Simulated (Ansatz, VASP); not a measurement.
**KBr in VASP and in Ansatz**

```
K Br
1.0
     3.85977    0.00000    0.00000
     0.00000    3.85977    0.00000
     0.00000    0.00000    3.85977
K Br
1 1
Direct
  0.00000 0.00000 0.00000
  0.50000 0.50000 0.50000
```

Change from the starting cell: hydrostatic strain -2.9%.

Alike in both runs: task single point; functional r2SCAN; k mesh 6 × 6 × 6; no spin polarisation.

|  | VASP | Ansatz |
| --- | --- | --- |
| version | VASP 6.6.1 | Ansatz 0.2.0 |
| potentials or method | VASP PAW PBE potentials, release 64 (K_sv, Br) | plane waves, PAW |
| plane-wave cutoff (eV) | 520 | 500 |
| occupations | gaussian, width 0.01 eV | fixed |
| valence electrons in the cell | 16 | 16 |

|  | VASP | Ansatz | Ansatz less VASP |
| --- | --- | --- | --- |
| gap on the k mesh at the Fermi level (eV) | 5.13 | 5.12 | -0.005 |
| pressure (GPa) | 2.1 | 2.1 | -0.01 |

VASP's potentials were made for PBE, not for r2SCAN.
